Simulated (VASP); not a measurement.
Input of a VASP 6.6.1 run:

The input POSCAR:

```
Mn
1.0
    0.0000000000      1.7558139962      1.7558139962
    1.7558139962      0.0000000000      1.7558139962
    1.7558139962      1.7558139962      0.0000000000
Mn
1
Direct
    0.0000000000      0.0000000000      0.0000000000
```

Contents of INCAR.step1:

```
PREC     = Accurate       # precision mode
ENCUT    = 520            # plane-wave cutoff, eV
EDIFF    = 1E-5           # SCF threshold, eV
ISMEAR   = -1             # smearing method
SIGMA    = 0.1            # smearing width, eV
LREAL    = False          # projectors in reciprocal space
LASPH    = True           # aspherical terms in the spheres
NELM     = 60             # most SCF steps
ALGO     = Normal         # electronic algorithm
ISIF     = 2              # what is computed and relaxed
LWAVE    = True           # write WAVECAR
NBANDS   = 12             # bands
GGA      = PE             # functional
```

INCAR.step2

```
PREC     = Accurate       # precision mode
ENCUT    = 520            # plane-wave cutoff, eV
EDIFF    = 1E-6           # SCF threshold, eV
ISMEAR   = -1             # smearing method
SIGMA    = 0.1            # smearing width, eV
LREAL    = False          # projectors in reciprocal space
LASPH    = True           # aspherical terms in the spheres
NELM     = 60             # most SCF steps
ALGO     = Normal         # electronic algorithm
ISIF     = 2              # what is computed and relaxed
LWAVE    = False          # write WAVECAR
LCHARG   = True           # write CHGCAR
GGA      = PE             # functional
LHFCALC  = True           # exact exchange
HFSCREEN = 0.2079         # screening, 1/A
PRECFOCK = Normal       
LELF     = True           # ELF
LVHAR    = True         
NBANDS   = 12             # bands
ISTART   = 1
```

File KPOINTS:

```
regular mesh
0
Gamma
  6 6 6
```

Potentials or basis: VASP PAW PBE potentials, release 64 (Mn_pv).

Launch:

```bash
$ cat potpaw_PBE.64/Mn_pv/POTCAR > POTCAR
$ cp INCAR.step1 INCAR
$ mpirun -np 1 vasp_std > vasp.out
$ cp INCAR.step2 INCAR
$ mpirun -np 1 vasp_std > vasp.out
```

**Question.** Predict the pressure.

**Answer.** -14.8 GPa.

**Question.** What does it give for the band gap on the k mesh?

**Answer.** Zero (an odd number of electrons rules out a gap without spin polarisation).

Caveat: the k points lie up to 0.52 Å⁻¹ apart, too coarse for converged energies and pressures of a metal; the PAW data sets were made with another functional, which shifts forces and pressure a little; the run has no spin polarisation, though such a crystal can be magnetic. Spin polarisation is off, so any magnetic state and its effect on volume and gap are missing.
